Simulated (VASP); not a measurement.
# Al (Fmmm) in VASP: notebook

Al is run at these levels: PBEsol; tasks: single point.

Everything below comes from runs of VASP 6.6.1. Logs are shortened: lines on timing, memory, paths and dates and some standing lists are left out, and cuts for length are marked.

## Step 1: The cell of the first run

The structure is orthorhombic, space group Fmmm (No. 69). Conventional cell: a = 3.182 Å, b = 4.416 Å, c = 4.585 Å, α = 90.00°, β = 90.00°, γ = 90.00°. Within 3.6 Å of Al (site symmetry mmm) lie 14 Al at 2.72 to 3.18 Å.

## Step 2: Single point, PBEsol (strain +0.0375 x Voigt [0, 0, 0, 1, 0, 0])

The input, INCAR:

```
SYSTEM = Al
PREC     = Accurate       ! precision mode
ENCUT    = 520            ! plane-wave cutoff, eV
EDIFF    = 1E-7           ! SCF threshold, eV
ISMEAR   = 0              ! smearing method
SIGMA    = 0.15           ! smearing width, eV
LREAL    = .False.        ! projectors in reciprocal space
LASPH    = .True.         ! aspherical terms in the spheres
NELM     = 60             ! most SCF steps
ALGO     = Normal         ! electronic algorithm
ISIF     = 2              ! what is computed and relaxed
LWAVE    = .False.        ! write WAVECAR
LCHARG   = .True.         ! write CHGCAR
GGA      = PS             ! functional
LELF     = .True.         ! ELF
LVHAR    = .True.       
NBANDS   = 8              ! bands
```

The input, KPOINTS:

```
Automatic mesh
0
Gamma
  20 20 20
  0 0 0
```

The input, POSCAR:

```
Al
1.0
   -1.5912186900      1.6210540404      1.6210540404
    1.5912186900     -1.5613833396      1.5613833396
    1.5912186900      1.5613833396     -1.5613833396
Al
1
Direct
    0.0000000000      0.0000000000      0.0000000000
```

Potentials or basis: VASP PAW PBE potentials, release 64 (Al).

Run with:

```sh
$ cat potpaw_PBE.64/Al/POTCAR > POTCAR
$ mpirun -np 1 vasp_std > vasp.out
```

OUTCAR:

```text
SYSTEM = Al
   PREC = Accurate
   ENCUT = 520
   EDIFF = 1E-7
   ISMEAR = 0
   LREAL = .False.
   LASPH = .True.
   NELM = 60
   ISIF = 2
   GGA = PS

 ion  position               nearest neighbor table
   1  0.000  0.000  0.000-

  LATTYP: Found a face centered orthorhombic cell.
 ALAT       =     3.1824373800
 B/A-ratio  =     1.3876970581
 C/A-ratio  =     1.4407300666

  Lattice vectors:

 A1 = (   0.0000000000,   3.1824373800,   0.0596707008)
 A2 = (   1.5912186900,   1.6210540404,   1.6210540404)
 A3 = (   1.5912186900,   1.5613833396,  -1.5613833396)

Analysis of symmetry for initial positions (statically):
=====================================================================
 Subroutine PRICEL returns:
 Original cell was already a primitive cell.

 Routine SETGRP: Setting up the symmetry group for a
 face centered orthorhombic supercell.

 Subroutine GETGRP returns: Found  8 space group operations
 (whereof  8 operations were pure point group operations)
 out of a pool of  8 trial point group operations.

The static configuration has the point symmetry D_2h.

Analysis of symmetry for dynamics (positions and initial velocities):
=====================================================================
 Subroutine PRICEL returns:
 Original cell was already a primitive cell.

 Routine SETGRP: Setting up the symmetry group for a
 face centered orthorhombic supercell.

 Subroutine GETGRP returns: Found  8 space group operations
 (whereof  8 operations were pure point group operations)
 out of a pool of  8 trial point group operations.

The dynamic configuration has the point symmetry D_2h.

 Subroutine INISYM returns: Found  8 space group operations
 (whereof  8 operations are pure point group operations),
 and found     1 'primitive' translations

----------------------------------------------------------------------------------------

                                     Primitive cell

  volume of cell :      16.1101

  direct lattice vectors                    reciprocal lattice vectors
    -1.591218690  1.621054040  1.621054040     0.000000000  0.308441290  0.308441290
     1.591218690 -1.561383340  1.561383340     0.314224565 -0.005893783  0.314335073
     1.591218690  1.561383340 -1.561383340     0.314224565  0.314335073 -0.005893783

  length of vectors
     2.790628840  2.721729742  2.721729742     0.436201856  0.444497865  0.444497865
[... 79 lines left out ...]
   EDIFF  = 0.1E-06   stopping-criterion for ELM
   LREAL  =      F    real-space projection
   EDIFFG = 0.1E-05   stopping-criterion for IOM
   NSW    =      0    number of steps for IOM
   IBRION =     -1    ionic relax: 0-MD 1-quasi-New 2-CG
   NFREE  =      0    steps in history (QN), initial steepest desc. (CG)
   ISIF   =      2    stress and relaxation
   ISYM   =      2    0-nonsym 1-usesym 2-fastsym
   POTIM  = 0.5000    time-step for ionic-motion
   TEBEG  =    0.0;   TEEND  =   0.0 temperature during run
   PSTRESS=    0.0 pullay stress
   NELECT =       3.0000    total number of electrons
   NUPDOWN=      -1.0000    fix difference up-down
   EMIN   =  10.00;   EMAX   =-10.00  energy-range for DOS
   EFERMI =   0.00;   METHOD = LEGACY
   ISMEAR =     0;   SIGMA  =   0.15  broadening in eV -4-tet -1-fermi 0-gaus
   EFERMI_NEDOS =   21; number of points for ismear=-14 and -15
   IALGO  =     38    algorithm
   IMIX   =      4    mixing-type and parameters
     AMIX     =   0.40;   BMIX     =  1.00
     AMIX_MAG =   1.60;   BMIX_MAG =  1.00
  volume/ion in A,a.u.               =      16.11       108.72
  Fermi-wavevector in a.u.,A,eV,Ry     =   0.934867  1.766642 11.891158  0.873975
  Thomas-Fermi vector in A             =   2.061715
   LORBIT       =      0    0 simple, 1 ext, 2 COOP (PROOUT), +10 PAW based schemes
   GGA     = PS    functional components
   LHFCALC =     F    Hartree Fock is set to
   AEXX    =    0.0000 exact exchange contribution
   IVDW    =     0    specifies the selected vdW correction
   LEPSILON=     F    determine dielectric tensor
   LRPA    =     F    only Hartree local field effects (RPA)
 non-spin polarized calculation
 Gauss-broadening in eV      SIGMA  =   0.15
  energy-cutoff  :      520.00
  volume of cell :       16.11
 maximum number of plane-waves:       447
 NGX is ok and might be reduce to    24
   NGX = 11   NGY = 11   NGZ = 11

 number of electron       3.0000000 magnetization

 Free energy of the ion-electron system (eV)
  ---------------------------------------------------
  ext. energy  EPLUGINS =         0.00000000
  ---------------------------------------------------
  free energy    TOTEN  =        -3.98900913 eV

  energy without entropy =       -3.98400640  energy(sigma->0) =       -3.98650777

 E-fermi :   8.2081     XC(G=0): -10.3478

 val. band max:        8.2018502988   @ k =   0.2500   0.4000   0.1000
 cond. band min:       8.2086845312   @ k =   0.2000  -0.4500   0.3500
 fundamental gap:      0.0068342324
 Fermi energy:         8.2081149372

 k-point     1 :       0.0000    0.0000    0.0000
  band No.  band energies     occupation
      1      -3.0908      2.00000
      2      21.3335      0.00000
      3      21.4057      0.00000
      4      21.8595      0.00000
      5      22.6462      0.00000
      6      23.2424      0.00000
      7      23.6426      0.00000
      8      24.6857      0.00000
[... 243 lines left out ...]
 k-point    24 :       0.1000    0.1000    0.0000
  band No.  band energies     occupation
      1      -2.2374      2.00000
      2      16.1559      0.00000
      3      16.9376      0.00000
      4      19.4505      0.00000
      5      22.4458      0.00000
      6      23.1598      0.00000
      7      24.9923      0.00000
      8      25.3326      0.00000

 [... further k-points ...]

------------------------ aborting loop because EDIFF is reached ----------------------------------------

  FORCE on cell =-STRESS in cart. coord.  units (eV):
  Direction    XX          YY          ZZ          XY          YZ          ZX
  --------------------------------------------------------------------------------------
  -------------------------------------------------------------------------------------
  Total        0.2545130      0.2342835      0.2342835      0.0000000     -0.1836097      0.0000000
  in kB       25.3118323     23.2999706     23.2999706      0.0000000    -18.2603595      0.0000000
  external PRESSURE =      23.9705912 kB  Pullay stress =       0.0000000 kB

 VOLUME and BASIS-vectors are now :
 -----------------------------------------------------------------------------
  energy-cutoff  :      520.00
  volume of cell :       16.11
      direct lattice vectors                 reciprocal lattice vectors
    -1.591218690  1.621054040  1.621054040     0.000000000  0.308441290  0.308441290
     1.591218690 -1.561383340  1.561383340     0.314224565 -0.005893783  0.314335073
     1.591218690  1.561383340 -1.561383340     0.314224565  0.314335073 -0.005893783

 POSITION                                       TOTAL-FORCE (eV/Angst)
 -----------------------------------------------------------------------------------
      0.00000      0.00000      0.00000         0.000000      0.000000     -0.000000
 -----------------------------------------------------------------------------------
    total drift:                               -0.000000     -0.000000     -0.000000

  FREE ENERGIE OF THE ION-ELECTRON SYSTEM (eV)
  ---------------------------------------------------
  free  energy   TOTEN  =        -3.9890091340 eV

  energy  without entropy=       -3.9840063999  energy(sigma->0) =       -3.98650777
```

stdout:

```text
POSCAR found type information on POSCAR Al
 POSCAR found :  1 types and       1 ions
 scaLAPACK will be used
 -----------------------------------------------------------------------------
|                                                                             |
|                                                                             |
|     You enforced a specific xc type in the INCAR file but a different       |
|     I HOPE YOU KNOW WHAT YOU ARE DOING!                                     |
|                                                                             |
 -----------------------------------------------------------------------------

 LDA part: xc-table for (Slater+PW92), standard interpolation
 POSCAR, INCAR and KPOINTS ok, starting setup
 FFT: planning ... GRIDC
 FFT: planning ... GRID_SOFT
 FFT: planning ... GRID
 WAVECAR not read
 entering main loop
```

Wall time 66 s (1 thread of AMD EPYC 9R45 (Zen 5), shared host); peak memory 0.2 GiB.

What came out:

```
Free energy            : -3.9890 eV
Pressure               : 2.4 GPa
Band gap on the k mesh : zero (an odd number of electrons rules out a gap without spin polarisation)
```

Stress tensor (GPa, compression positive):
```
 2.53  0.00  0.00
 0.00  2.33 -1.83
 0.00 -1.83  2.33
```

Levels at points of the mesh, in eV from the Fermi level:
```
           k point  band 1  band 2  band 3  band 4
(0.00, 0.00, 0.00)  -11.30   13.13   13.20   13.65
(0.50, 0.00, 0.00)   -4.58   -4.24    8.40    8.70
(0.00, 0.50, 0.00)   -4.41   -3.89    8.19    8.25
(0.00, 0.50, 0.50)   -4.23   -3.53    7.97    8.21
(0.50, 0.50, 0.50)    1.74    1.90    2.09    2.93
```

Caveat: the cell differs from its parent crystal (strain +0.0375 x Voigt [0, 0, 0, 1, 0, 0]); the PAW data sets were made with another functional, which shifts forces and pressure a little.

## Step 3: Single point, PBEsol (strain +0.0125 x Voigt [0, 0, 0, 1, 0, 0])

The input, INCAR:

```
SYSTEM = Al
PREC = Accurate ; ENCUT = 520
EDIFF = 1E-7 ; ISMEAR = 0
SIGMA = 0.15 ; LREAL = .FALSE.
LASPH = .TRUE. ; NELM = 80
ALGO = Normal ; ISIF = 2
LWAVE = .FALSE. ; LCHARG = .TRUE.
GGA = PS ; LELF = .TRUE.
LVHAR = .TRUE. ; NBANDS = 8
```

The input, KPOINTS:

```
Automatic mesh
0
G
  20 20 20
  0 0 0
```

The input, POSCAR:

```
Al
1.0
   -1.5912186900      1.6011638068      1.6011638068
    1.5912186900     -1.5812735732      1.5812735732
    1.5912186900      1.5812735732     -1.5812735732
Al
1
Direct
    0.0000000000      0.0000000000      0.0000000000
```

Potentials or basis: VASP PAW PBE potentials, release 64 (Al).

Run with:

```sh
$ cat potpaw_PBE.64/Al/POTCAR > POTCAR
$ mpirun -np 1 vasp_std > vasp.out
```

Run time: 65 s. Hardware: 1 thread of AMD EPYC 9R45 (Zen 5), shared host; peak memory 0.2 GiB.

It converged, with:

- Free energy: -3.9919 eV
- Pressure: 2.3 GPa
- Band gap on the k mesh: zero (an odd number of electrons rules out a gap without spin polarisation)

Stress tensor (GPa, compression positive):
```
 2.24  0.00  0.00
 0.00  2.30 -0.53
 0.00 -0.53  2.30
```

Levels at points of the mesh, in eV from the Fermi level:
```tsv
k point	band 1	band 2	band 3	band 4	band 5	band 6
(0.00, 0.00, 0.00)	-11.30	13.29	13.36	13.47	14.84	15.02
(0.50, 0.00, 0.00)	-4.47	-4.01	8.34	8.45	10.19	11.73
(0.00, 0.50, 0.00)	-4.41	-3.89	8.30	8.31	10.15	11.61
(0.00, 0.50, 0.50)	-4.36	-3.77	8.21	8.27	10.06	11.48
(0.50, 0.50, 0.50)	1.84	1.90	1.96	2.93	2.93	5.87
```

Caveat: the cell differs from its parent crystal (strain +0.0125 x Voigt [0, 0, 0, 1, 0, 0]); the PAW data sets were made with another functional, which shifts forces and pressure a little.
